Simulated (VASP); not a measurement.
Here is a VASP 6.6.1 calculation.

Contents of INCAR:

```
SYSTEM = NaS3
  PREC = Accurate
  ENCUT = 520
  EDIFF = 1E-6
  ISMEAR = 0
  SIGMA = 0.1
  LREAL = .False.
  LASPH = .True.
  NELM = 100
  ALGO = Normal
  ISIF = 2
  LWAVE = .False.
  LCHARG = .False.
  GGA = PE
  NBANDS = 20
```

Contents of KPOINTS:

```
Automatic mesh
0
Gamma
  12 12 12
  0 0 0
```

POSCAR

```
NaS3
1.0
    4.1285590675      0.0000000000      0.0000000000
    0.0000000000      4.1285590675      0.0000000000
    0.0000000000      0.0000000000      4.1285590675
Na S
1 3
Direct
    0.0000000000      0.0000000000      0.0000000000
    0.0000000000      0.5000000000      0.5000000000
    0.5000000000      0.0000000000      0.5000000000
    0.5000000000      0.5000000000      0.0000000000
```

Potentials or basis: VASP PAW PBE potentials, release 64 (Na_pv, S).

Run with:

```console
$ cat potpaw_PBE.64/Na_pv/POTCAR potpaw_PBE.64/S/POTCAR > POTCAR
$ mpirun -np 1 vasp_std > vasp.out
```

Question: Estimate the pressure.

Answer: -0.1 GPa.
